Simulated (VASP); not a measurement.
The system is MgO.

```
Mg O
1.0
     0.00000    2.15301    2.15301
     2.15301    0.00000    2.15301
     2.15301    2.15301    0.00000
Mg O
1 1
Cartesian
  0.0000 0.0000 0.0000
  2.1530 2.1530 2.1530
```

Program: VASP 6.6.1. Alike in all runs: task single point; no spin polarisation; cell as given; k mesh 6 × 6 × 6; cutoff (eV) 520; smearing gaussian 0.01 eV.

Q: Order these runs on this cell by their pressure, lowest first.
A. level LDA; potentials or basis VASP PAW LDA potentials, release 64 (Mg, O)
B. level PBE; potentials or basis VASP PAW PBE potentials, release 64 (Mg, O)
C. level PBEsol; potentials or basis VASP PAW PBE potentials, release 64 (Mg, O)

A: A (-16.1 GPa), C (-9.5 GPa), B (-5.8 GPa).

Caveats: all runs use coarse meshes; the PAW data sets were made with another functional, which shifts forces and pressure a little (some runs).
